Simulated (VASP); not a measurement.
Write the native input for VASP 6.6.1 that does the following.

```yaml
Task: single point
Functional: r2SCAN
Potentials_or_basis: VASP PAW PBE potentials, release 64 (Ba_sv, S)
Cutoff: 520 eV
k_mesh: 6 × 6 × 6
Occupations: gaussian, width 0.05 eV
Spin: no spin polarisation
Dipole_correction: no
Further_INCAR_settings: ALGO = Normal; EDIFF = 1e-06; NBANDS = 15
```

Crystal: BaS.

```
Ba S
1.0
     4.32506    0.00000    0.00000
    -2.16253    3.74561    0.00000
     0.00000    0.00000    3.95877
Ba S
1 1
Direct
  0.00000 0.00000 0.00000
  0.66667 0.33333 0.50000
```

This cell differs from its parent crystal: volume scaled by 0.980.

These files were run (other wordings do the same):

POSCAR

```
BaS
1.0
    4.3250578801      0.0000000000      0.0000000000
   -2.1625289401      3.7456099970      0.0000000000
    0.0000000000      0.0000000000      3.9587683509
Ba S
1 1
Direct
    0.0000000000      0.0000000000      0.0000000000
    0.6666666667      0.3333333333      0.5000000000
```

INCAR.step1

```
SYSTEM = BaS
PREC     = Accurate       ! precision mode
ENCUT    = 520            ! plane-wave cutoff, eV
ISMEAR   = 0              ! smearing method
SIGMA    = 0.05           ! smearing width, eV
LREAL    = .False.        ! projectors in reciprocal space
LASPH    = .True.         ! aspherical terms in the spheres
NELM     = 60             ! most SCF steps
NBANDS   = 15             ! bands
GGA      = PE             ! functional
ALGO     = Normal         ! electronic algorithm
EDIFF    = 1E-4           ! SCF threshold, eV
LWAVE    = .True.         ! write WAVECAR
LCHARG   = .False.        ! write CHGCAR
```

INCAR.step2

```
SYSTEM = BaS
PREC     = Accurate       ! precision mode
ENCUT    = 520            ! plane-wave cutoff, eV
EDIFF    = 1E-6           ! SCF threshold, eV
ISMEAR   = 0              ! smearing method
SIGMA    = 0.05           ! smearing width, eV
LREAL    = .False.        ! projectors in reciprocal space
LASPH    = .True.         ! aspherical terms in the spheres
NELM     = 60             ! most SCF steps
ALGO     = Normal         ! electronic algorithm
ISIF     = 2              ! what is computed and relaxed
LWAVE    = .False.        ! write WAVECAR
LCHARG   = .True.         ! write CHGCAR
METAGGA  = R2SCAN         ! meta-GGA
LMIXTAU  = .True.       
LELF     = .True.         ! ELF
LVHAR    = .True.       
NBANDS   = 15             ! bands
ISTART   = 1
```

KPOINTS

```
Automatic mesh
0
Gamma
  6 6 6
  0 0 0
```

Potentials or basis: VASP PAW PBE potentials, release 64 (Ba_sv, S).

Launch:

```sh
$ cat potpaw_PBE.64/Ba_sv/POTCAR potpaw_PBE.64/S/POTCAR > POTCAR
$ cp INCAR.step1 INCAR
$ mpirun -np 1 vasp_std > vasp.out
$ cp INCAR.step2 INCAR
$ mpirun -np 1 vasp_std > vasp.out
```

It gave:

| Quantity | Value |
| --- | --- |
| Pressure | 1.5 GPa |
| Band gap on the k mesh | 2.31 eV, direct |

Caveat: the PAW data sets were made with another functional, which shifts forces and pressure a little; spin-orbit coupling is left out, which moves the levels of the heavy elements.

Run time: 30 s on 1 thread of Intel(R) Xeon(R) 6975P-C (Granite Rapids), with other jobs on the host, peak memory 0.19 GiB.
